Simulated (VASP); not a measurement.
# CaAl15N15 (a cell with a defect) in VASP: a series of runs

Runs on CaAl15N15 (a cell with a defect). Level: PBE. Tasks: single point.

Everything below comes from runs of VASP 6.6.1. Logs are shortened: lines on timing, memory, paths and dates and some standing lists are left out, and cuts for length are marked.

### 1 The cell of the first run

The cell holds a defect, 31 atoms: a = 6.260 Å, b = 6.260 Å, c = 10.036 Å, α = 90.00°, β = 90.00°, γ = 120.00°.

### 2 Single point, PBE

Input file INCAR:

```
PREC = Accurate
ENCUT = 520
EDIFF = 1E-6
ISMEAR = 0
SIGMA = 0.01
LREAL = Auto
LASPH = T
NELM = 120
ALGO = Normal
ISIF = 2
LWAVE = F
LCHARG = T
GGA = PE
LELF = T
LVHAR = T
NBANDS = 86
GGA_COMPAT = F
```

Input file KPOINTS:

```
Automatic mesh
0
Gamma
  1 1 1
  0.25 0.25 0.25
```

Input file POSCAR:

```
CaAl15N15
1.0
    6.2604124010      0.0000000606      0.0000000000
   -3.1302062500      5.4216761488      0.0000000000
    0.0000000000      0.0000000000     10.0361163400
Al Ca N
15 1 15
Direct
    0.3405077203      0.1595568824      0.2462874760
    0.3316184205      0.1689535137      0.7568832081
    0.1658617071      0.3337821908      0.9979831601
    0.3370906362      0.6678355962      0.2471733957
    0.1695273246      0.8252333255      0.4956181444
    0.3307349233      0.6697501155      0.7537730022
    0.1631291491      0.8327278857      1.0009934736
    0.8325593002      0.1632005835      0.2471307120
    0.6751461416      0.3308366158      0.4957477919
    0.8300679187      0.1692751944      0.7538755347
    0.6669959480      0.3366302999      1.0010456183
    0.8330083667      0.6670041865      0.2515626599
    0.6616336415      0.8378790851      0.4988092341
    0.8302298609      0.6706057083      0.7466739152
    0.6658527616      0.8336542320      0.9997118658
    0.1885268362      0.3104544557      0.4968420764
    0.1725485668      0.3288504191      0.1921685080
    0.3332877293      0.1664092706      0.9446924224
    0.1649891584      0.3347001005      0.7137752602
    0.3451133634      0.6925175084      0.4305186913
    0.1642203947      0.8271454277      0.1896314774
    0.3312928291      0.6722254352      0.9438727906
    0.1676493718      0.8397828582      0.6867550118
    0.8066426084      0.1542776547      0.4304415035
    0.6728156423      0.3355626999      0.1896814229
    0.8270604111      0.1679174921      0.9438998699
    0.6613605946      0.3336262644      0.6867200297
    0.8317087616      0.6684846302      0.4423893246
    0.6704251895      0.8298593373      0.1870773339
    0.8311445392      0.6685939302      0.9371455463
    0.6639168535      0.8360004302      0.6907369690
```

Potentials or basis: VASP PAW PBE potentials, release 64 (Al, Ca_sv, N).

Launch:

```sh
cat potpaw_PBE.64/Al/POTCAR potpaw_PBE.64/Ca_sv/POTCAR potpaw_PBE.64/N/POTCAR > POTCAR
mpirun -np 1 vasp_std > vasp.out
```

OUTCAR:

```text
PREC = Accurate
   ENCUT = 520
   EDIFF = 1E-6
   ISMEAR = 0
   LREAL = Auto
   LASPH = T
   NELM = 120
   ISIF = 2
   GGA = PE

 ion  position               nearest neighbor table
   1  0.341  0.160  0.246-  25 1.89  21 1.89  17 1.91  16 3.00  11 3.03   7 3.03   4 3.07   8 3.07
                             5 3.09   9 3.09   3 3.13  12 3.13  12 3.13   8 3.19   4 3.19
   2  0.332  0.169  0.757-  19 1.85  18 1.89  23 1.92  27 1.92   3 3.01  16 3.03  11 3.05   7 3.05
                            10 3.12   6 3.12  14 3.13  14 3.13   6 3.14  10 3.14   9 3.22   5 3.22
   3  0.166  0.334  0.998-  18 1.89  22 1.91  26 1.92  17 1.95   2 3.01  10 3.05   6 3.05   8 3.09
                             4 3.09   7 3.13   1 3.13  11 3.13  15 3.13  15 3.13  11 3.13   7 3.13
   4  0.337  0.668  0.247-  20 1.85  21 1.89  29 1.91  17 1.92   5 3.05  15 3.06   1 3.07  13 3.08
                             7 3.08   3 3.09   8 3.10  12 3.11  12 3.15   8 3.16  16 3.17   1 3.19
   5  0.170  0.825  0.496-  20 1.80  28 1.91  23 1.92  16 2.98  13 3.04   4 3.05  12 3.05   1 3.09
                             9 3.10   6 3.11  14 3.12   9 3.17   2 3.22  13 3.22
   6  0.331  0.670  0.754-  19 1.86  22 1.91  31 1.91  23 1.93   3 3.05   7 3.06  15 3.06   5 3.11
                             2 3.12  13 3.13  14 3.13  10 3.13  10 3.13  14 3.14   2 3.14  16 3.24
   7  0.163  0.833  0.001-  22 1.87  21 1.89  18 1.90  30 1.91   1 3.03   2 3.05   6 3.06   4 3.08
                            12 3.09  11 3.11  15 3.12  14 3.13   3 3.13   3 3.13  15 3.14  11 3.15
   8  0.833  0.163  0.247-  24 1.85  25 1.89  29 1.91  17 1.92   9 3.05  15 3.06   1 3.07  11 3.08
                            13 3.08   3 3.09   4 3.10  12 3.11  12 3.15   4 3.16  16 3.17   1 3.19
   9  0.675  0.331  0.496-  24 1.80  28 1.91  27 1.92  16 2.98  13 3.04  12 3.05   8 3.05   1 3.09
                             5 3.10  10 3.11  14 3.12   5 3.17   2 3.22  13 3.22
  10  0.830  0.169  0.754-  19 1.86  26 1.91  31 1.91  27 1.93   3 3.05  11 3.06  15 3.07   9 3.11
                             2 3.12  14 3.12   6 3.13  13 3.13   6 3.13  14 3.14   2 3.14  16 3.24
  11  0.667  0.337  0.001-  26 1.87  25 1.89  18 1.90  30 1.91   1 3.03   2 3.05  10 3.06   8 3.08
                            12 3.09   7 3.11  15 3.12   3 3.13  14 3.13   3 3.13  15 3.15   7 3.15
  12  0.833  0.667  0.252-  29 1.88  21 1.90  25 1.90  28 1.92   9 3.05   5 3.05   7 3.09  11 3.09
                            13 3.10   4 3.11   8 3.11  15 3.11   1 3.13   1 3.13   8 3.15   4 3.15
  13  0.662  0.838  0.499-  24 1.85  20 1.85  28 1.93  31 1.93   5 3.04   9 3.04   4 3.08   8 3.08
                            14 3.08  12 3.10   6 3.13  10 3.13  16 3.14  16 3.15   9 3.22   5 3.22
  14  0.830  0.671  0.747-  31 1.88  30 1.91  27 1.92  23 1.93  13 3.08  15 3.10   5 3.12   9 3.12
                            10 3.12   6 3.13   7 3.13  11 3.13   2 3.13   2 3.13   6 3.14  10 3.14
  15  0.666  0.834  1.000-  29 1.88  26 1.90  30 1.90  22 1.90   4 3.06   8 3.06   6 3.06  10 3.07
                            14 3.10  12 3.11  11 3.12   7 3.12   3 3.13   3 3.13   7 3.14  11 3.15
  16  0.189  0.310  0.497-  24 2.19  20 2.19  19 2.19   5 2.98   9 2.98   1 3.00   2 3.03  13 3.14
                            13 3.15   8 3.17   4 3.17  10 3.24   6 3.24
  17  0.173  0.329  0.192-   1 1.91   4 1.92   8 1.92   3 1.95
  18  0.333  0.166  0.945-   2 1.89   3 1.89   7 1.90  11 1.90
  19  0.165  0.335  0.714-   2 1.85  10 1.86   6 1.86  16 2.19
  20  0.345  0.693  0.431-   5 1.80   4 1.85  13 1.85  16 2.19
[... 211 lines left out ...]
   LORBIT       =      0    0 simple, 1 ext, 2 COOP (PROOUT), +10 PAW based schemes
   GGA     = PE    functional components
   LHFCALC =     F    Hartree Fock is set to
   AEXX    =    0.0000 exact exchange contribution
   IVDW    =     0    specifies the selected vdW correction
   LEPSILON=     F    determine dielectric tensor
   LRPA    =     F    only Hartree local field effects (RPA)
 non-spin polarized calculation
 Gauss-broadening in eV      SIGMA  =   0.01
  energy-cutoff  :      520.00
  volume of cell :      340.65
 maximum number of plane-waves:      9150
 NGX is ok and might be reduce to    48
   NGX = 23   NGY = 23   NGZ = 37

 number of electron     130.0000008 magnetization

 Free energy of the ion-electron system (eV)
  ---------------------------------------------------
  ext. energy  EPLUGINS =         0.00000000
  ---------------------------------------------------
  free energy    TOTEN  =      -224.46759330 eV

  energy without entropy =     -224.46759330  energy(sigma->0) =     -224.46759330

 E-fermi :   6.9522     XC(G=0): -10.7942

 val. band max:        6.8930093299   @ k =  -0.2500  -0.2500   0.2500
 cond. band min:       8.8496525150   @ k =  -0.2500  -0.2500   0.2500
 fundamental gap:      1.9566431852
 Fermi energy:         6.9522045903

 k-point     1 :       0.2500    0.2500    0.2500
  band No.  band energies     occupation
      1     -31.4441      2.00000
      2     -12.8538      2.00000
      3     -12.8065      2.00000
      4     -12.7012      2.00000
      5      -8.7221      2.00000
      6      -8.3091      2.00000
[... 469 lines left out ...]
     76      12.3994      0.00000
     77      12.4623      0.00000
 [bands above 77 left out]

------------------------ aborting loop because EDIFF is reached ----------------------------------------

  FORCE on cell =-STRESS in cart. coord.  units (eV):
  Direction    XX          YY          ZZ          XY          YZ          ZX
  --------------------------------------------------------------------------------------
  -------------------------------------------------------------------------------------
  Total        8.1947670      5.4174820     12.5581418     -2.5457014      1.2466108     -2.0732644
  in kB       38.5429534     25.4803771     59.0654832    -11.9733543      5.8632614     -9.7513125
  external PRESSURE =      41.0296046 kB  Pullay stress =       0.0000000 kB

 VOLUME and BASIS-vectors are now :
 -----------------------------------------------------------------------------
  energy-cutoff  :      520.00
  volume of cell :      340.65
      direct lattice vectors                 reciprocal lattice vectors
     6.260412401  0.000000061  0.000000000     0.159733885  0.092222403  0.000000000
    -3.130206250  5.421676149  0.000000000    -0.000000002  0.184444804  0.000000000
     0.000000000  0.000000000 10.036116340     0.000000000  0.000000000  0.099640136

 POSITION                                       TOTAL-FORCE (eV/Angst)
 -----------------------------------------------------------------------------------
      1.63227      0.86507      2.47177         0.121323     -0.071840     -0.067405
      1.54721      0.91601      7.59617         0.129407     -0.062135      0.007311
     -0.00644      1.80966     10.01588        -0.116913      0.064861     -0.068226
      0.01986      3.62079      2.48066         0.120856     -0.017194      0.003832
     -1.52184      4.47415      4.97408         0.128573      0.058856      0.163929
     -0.02592      3.63117      7.56495         0.071989     -0.075734      0.000445
[... 23 lines left out ...]
      3.11047      3.62490      9.40530         0.161093     -0.090847     -0.006916
      1.53954      4.53252      6.93232        -0.159029      0.104320     -0.136428
 -----------------------------------------------------------------------------------
    total drift:                               -0.003468      0.000565     -0.011007

  FREE ENERGIE OF THE ION-ELECTRON SYSTEM (eV)
  ---------------------------------------------------
  free  energy   TOTEN  =      -224.4675932955 eV

  energy  without entropy=     -224.4675932955  energy(sigma->0) =     -224.46759330
```

It took 11 min on 1 thread of Intel Xeon 8259CL, shared host; peak memory 0.49 GiB.

Results:

* Free energy: -224.4676 eV
* Pressure: 4.1 GPa
* Largest force: 0.394 eV/Å
* Band gap on the k mesh: 1.96 eV

Forces in eV/Å, atoms in the order of the input:
```
Al   0.121 -0.072 -0.067
Al   0.129 -0.062  0.007
Al  -0.117  0.065 -0.068
Al   0.121 -0.017  0.004
Al   0.129  0.059  0.164
Al   0.072 -0.076  0.000
Al  -0.116  0.075 -0.006
Al   0.093 -0.089 -0.004
Al   0.006 -0.139  0.153
Al   0.105 -0.031 -0.011
Al  -0.119  0.058 -0.011
Al   0.096 -0.061 -0.101
Al  -0.180  0.103  0.056
Al   0.159 -0.091  0.043
Al  -0.119  0.062  0.003
Ca  -0.224  0.142 -0.292
N   -0.186  0.030  0.170
N    0.191 -0.102  0.072
N   -0.180  0.120  0.029
N    0.203 -0.171  0.099
N   -0.131  0.127 -0.033
N    0.221 -0.101 -0.017
N   -0.138  0.012  0.090
N    0.258 -0.075  0.095
N   -0.170  0.078 -0.040
N    0.209 -0.100 -0.009
N   -0.107  0.054  0.112
N   -0.180  0.104 -0.285
N   -0.149  0.086 -0.012
N    0.161 -0.091 -0.007
N   -0.159  0.104 -0.136
```

Levels at points of the mesh, in eV from the valence-band top:
```tsv
k point	band 61	band 62	band 63	band 64	band 65	band 66	band 67	band 68	band 69	band 70
(0.25, 0.25, 0.25)	-1.85	-1.58	-1.22	-0.99	0.00	1.96	2.86	4.17	4.67	4.76
```

Caveat: the k points lie up to 0.58 Å⁻¹ apart.

### 3 Single point, PBE

Input file INCAR:

```
ALGO = Normal
EDIFF = 1E-6
ENCUT = 520
GGA = PE
GGA_COMPAT = False
ISIF = 2
ISMEAR = 0
LASPH = True
LCHARG = False
LREAL = Auto
LWAVE = False
NBANDS = 86
NELECT = 128.0
NELM = 120
PREC = Accurate
SIGMA = 0.01
```

KPOINTS is that of step 2.

Input file POSCAR:

```
CaAl15N15
1.0
    6.2604124010      0.0000000606      0.0000000000
   -3.1302062500      5.4216761488      0.0000000000
    0.0000000000      0.0000000000     10.0361163400
Al Ca N
15 1 15
Direct
    0.3313090613      0.1690505551      0.1789276182
    0.3295443896      0.1708663776      0.7628526632
    0.1563852370      0.3437672091      0.9971697561
    0.3350024652      0.6774017366      0.2477219255
    0.1437082298      0.7650112175      0.5165342165
    0.3345616943      0.6646502317      0.7546770338
    0.1542446128      0.8212549776      0.9976751941
    0.8225451835      0.1650627292      0.2475951499
    0.7345612285      0.3563170452      0.5164445656
    0.8355800479      0.1657631216      0.7546950953
    0.6789934358      0.3461119273      0.9977026717
    0.8295405992      0.6707102997      0.2502092437
    0.6611970787      0.8378998535      0.5051715690
    0.8270445968      0.6735216119      0.7529618320
    0.6633306312      0.8367361834      1.0024024021
    0.2089189085      0.2885589518      0.4787044399
    0.1631292657      0.3373677982      0.1941621396
    0.3297403392      0.1703877255      0.9578477683
    0.1677609673      0.3325173522      0.7020803209
    0.3450438123      0.6902046944      0.4338984877
    0.1590573004      0.8301301081      0.1893701916
    0.3313125619      0.6738047953      0.9422500775
    0.1685809663      0.8395678477      0.6939913422
    0.8080383969      0.1539318782      0.4337566444
    0.6701758704      0.3412345790      0.1892565592
    0.8261385256      0.1687680571      0.9423097022
    0.6609948461      0.3320981533      0.6940296744
    0.8317398790      0.6684772449      0.4442801659
    0.6660994797      0.8339226716      0.1897912062
    0.8276132325      0.6726952342      0.9389578114
    0.6647738265      0.8355411614      0.6921899620
```

Potentials or basis: VASP PAW PBE potentials, release 64 (Al, Ca_sv, N).

Launch:

```sh
cat potpaw_PBE.64/Al/POTCAR potpaw_PBE.64/Ca_sv/POTCAR potpaw_PBE.64/N/POTCAR > POTCAR
mpirun -np 1 vasp_std > vasp.out
```

OUTCAR:

```text
EDIFF = 1E-6
   ENCUT = 520
   GGA = PE
   ISIF = 2
   ISMEAR = 0
   LASPH = True
   LREAL = Auto
   NELECT = 128.0
   NELM = 120
   PREC = Accurate

 ion  position               nearest neighbor table
   1  0.331  0.169  0.179-  17 1.83  25 1.84  21 1.84  18 2.22  11 2.62   7 2.62   3 2.63   8 3.16
                             4 3.17  12 3.21  12 3.21   4 3.25   8 3.25
   2  0.330  0.171  0.763-  19 1.86  23 1.92  27 1.93  18 1.96   3 3.01  11 3.02   7 3.02   6 3.08
                            10 3.08  16 3.13  14 3.13  14 3.13  10 3.19   6 3.19   9 3.31   5 3.31
   3  0.156  0.344  0.997-  22 1.87  26 1.87  18 1.92  17 1.98   1 2.63  10 2.99   6 2.99   7 3.00
                            11 3.00   2 3.01   8 3.10   4 3.10  15 3.13  15 3.13  11 3.26   7 3.26
   4  0.335  0.677  0.248-  20 1.87  21 1.88  29 1.89  17 1.92  15 3.04   8 3.05   7 3.07   3 3.10
                             5 3.11  12 3.12  13 3.13  12 3.14  16 3.16   1 3.17   8 3.21   1 3.25
   5  0.144  0.765  0.517-  20 1.76  23 1.83  28 1.88   9 2.56   6 2.88  14 2.96  13 3.04   4 3.11
                            16 3.12  12 3.19  16 3.23  13 3.27   2 3.31
   6  0.335  0.665  0.755-  19 1.88  22 1.88  31 1.90  23 1.95   5 2.88   3 2.99   7 3.05  14 3.06
[... 272 lines left out ...]
      3     -13.9116      2.00000
      4     -13.7773      2.00000
      5      -8.7637      2.00000
      6      -8.5019      2.00000
[... 463 lines left out ...]
     75      12.2943      0.00000
     76      12.3881      0.00000
 [bands above 76 left out]

------------------------ aborting loop because EDIFF is reached ----------------------------------------

  FORCE on cell =-STRESS in cart. coord.  units (eV):
  Direction    XX          YY          ZZ          XY          YZ          ZX
  --------------------------------------------------------------------------------------
  -------------------------------------------------------------------------------------
  Total       -9.5944634     -8.5568262     -5.4848078      0.8804326     -0.1173882      0.2750542
  in kB      -45.1262315    -40.2458485    -25.7970350      4.1409930     -0.5521191      1.2936792
  external PRESSURE =     -37.0563717 kB  Pullay stress =       0.0000000 kB

 VOLUME and BASIS-vectors are now :
 -----------------------------------------------------------------------------
  energy-cutoff  :      520.00
  volume of cell :      340.65
      direct lattice vectors                 reciprocal lattice vectors
     6.260412401  0.000000061  0.000000000     0.159733885  0.092222403  0.000000000
    -3.130206250  5.421676149  0.000000000    -0.000000002  0.184444804  0.000000000
     0.000000000  0.000000000 10.036116340     0.000000000  0.000000000  0.099640136

 POSITION                                       TOTAL-FORCE (eV/Angst)
 -----------------------------------------------------------------------------------
      1.54497      0.91654      1.79574         0.176267     -0.107143      0.005829
      1.52824      0.92638      7.65608         0.163402     -0.087089     -0.024905
     -0.09703      1.86379     10.00771        -0.152117      0.076968     -0.030735
     -0.02315      3.67265      2.48617         0.107674     -0.070445     -0.047917
     -1.49497      4.14764      5.18400        -0.026168      0.228940      0.105362
      0.01400      3.60352      7.57403         0.075562     -0.039630     -0.012370
[... 23 lines left out ...]
      3.07553      3.64714      9.42349         0.174213     -0.098448     -0.034561
      1.54634      4.53003      6.94690        -0.187311      0.108925     -0.075671
 -----------------------------------------------------------------------------------
    total drift:                               -0.000891      0.002531     -0.002561

  FREE ENERGIE OF THE ION-ELECTRON SYSTEM (eV)
  ---------------------------------------------------
  free  energy   TOTEN  =      -239.4010850607 eV

  energy  without entropy=     -239.4010850607  energy(sigma->0) =     -239.40108506
```

Run time: 12 min. Hardware: 1 thread of Intel Xeon 8259CL, shared host; peak memory 0.49 GiB.

Results:

```yaml
Free_energy: -239.4011 eV
Largest_force: 0.303 eV/Å
```

Forces on the atoms (eV/Å):
```
Al   0.176 -0.107  0.006
Al   0.163 -0.087 -0.025
Al  -0.152  0.077 -0.031
Al   0.108 -0.070 -0.048
Al  -0.026  0.229  0.105
Al   0.076 -0.040 -0.012
Al  -0.091  0.090  0.007
Al   0.123 -0.056 -0.057
Al  -0.216 -0.098  0.104
Al   0.069 -0.043 -0.011
Al  -0.123  0.028 -0.005
Al   0.095 -0.058  0.015
Al  -0.045  0.019  0.016
Al   0.149 -0.091  0.023
Al  -0.138  0.081  0.004
Ca   0.009  0.022 -0.208
N   -0.261  0.116  0.101
N    0.172 -0.093  0.056
N   -0.213  0.117  0.005
N    0.181 -0.214  0.007
N   -0.117  0.132 -0.041
N    0.208 -0.120  0.012
N   -0.145  0.030  0.103
N    0.266 -0.029  0.014
N   -0.173  0.045 -0.032
N    0.225 -0.114  0.006
N   -0.097  0.096  0.106
N   -0.048  0.030 -0.104
N   -0.162  0.096 -0.004
N    0.174 -0.098 -0.035
N   -0.187  0.109 -0.076
```

Caveat: the k points lie up to 0.58 Å⁻¹ apart; the cell carries a net charge on a neutralising background, which shifts energy and pressure; the cell is charged against a uniform background, so pressure and absolute levels hang on convention.
